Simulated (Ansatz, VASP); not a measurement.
**One calculation of Ir, two programs**

```xyz
1
Lattice="0.0000 1.9152 1.9152 1.9152 0.0000 1.9152 1.9152 1.9152 0.0000" Properties=species:S:1:pos:R:3 pbc="T T T"
Ir    0.0000    0.0000    0.0000
```

Alike in both runs: functional PBEsol; k mesh 24 × 24 × 24; occupations fermi-dirac, width 0.05 eV; no spin polarisation.

Ansatz relaxed the structure, and its values are those at the end. VASP's run is a single point on that final structure, the one shown.

```csv
,VASP,Ansatz
version,VASP 6.6.1,Ansatz 0.2.0
potentials or method,"VASP PAW PBE potentials, release 64 (Ir)","PAW with Ansatz's default frozen-core files, scalar-relativistic"
plane-wave cutoff (eV),520,420
valence electrons in the cell,9,17
```

Ansatz gave:

| Quantity | Value |
| --- | --- |
| pressure (GPa) | 0.0 |

Q: Estimate VASP's values.

A: Pressure (GPa): 1.0.

VASP's potentials were made for PBE, not for PBEsol. The functional is the same, so the differences come from potentials, cutoffs and numerics. VASP's potentials hold 9 valence electrons a cell and Ansatz's 17, so a difference there can come from the potentials and not from the codes.

Spin-orbit coupling is off throughout.
